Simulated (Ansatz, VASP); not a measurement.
## GePt in VASP and in Ansatz

```
Ge Pt
1.0
     2.80571    0.00000    0.00000
    -1.40286    2.42982    0.00000
     0.00000    0.00000    5.08151
Ge Pt
1 1
Direct
  0.00000 0.00000 0.00000
  0.00000 0.00000 0.50000
```

Alike in both runs: functional PBE; k mesh 8 × 8 × 4; occupations gaussian, width 0.2 eV; no spin polarisation.

Ansatz relaxed the structure, and its values are those at the end. VASP's run is a single point on that final structure, the one shown.

|  | VASP | Ansatz |
| --- | --- | --- |
| version | VASP 6.6.1 | Ansatz 0.2.0 |
| potentials or method | VASP PAW PBE potentials, release 64 (Ge_d, Pt), cutoff 500 eV | scalar-relativistic, plane waves, PAW |
| valence electrons in the cell | 24 | 32 |

```csv
,VASP,Ansatz,Ansatz less VASP
gap on the k mesh at the Fermi level (eV),none,none,-
pressure (GPa),0.2,0.3,+0.15
```

A gap of «none» marks a metal or a gap that the smearing closes. VASP's potentials hold 24 valence electrons a cell and Ansatz's 32, so a difference there can come from the potentials and not from the codes.

Neither program's run includes spin-orbit coupling.
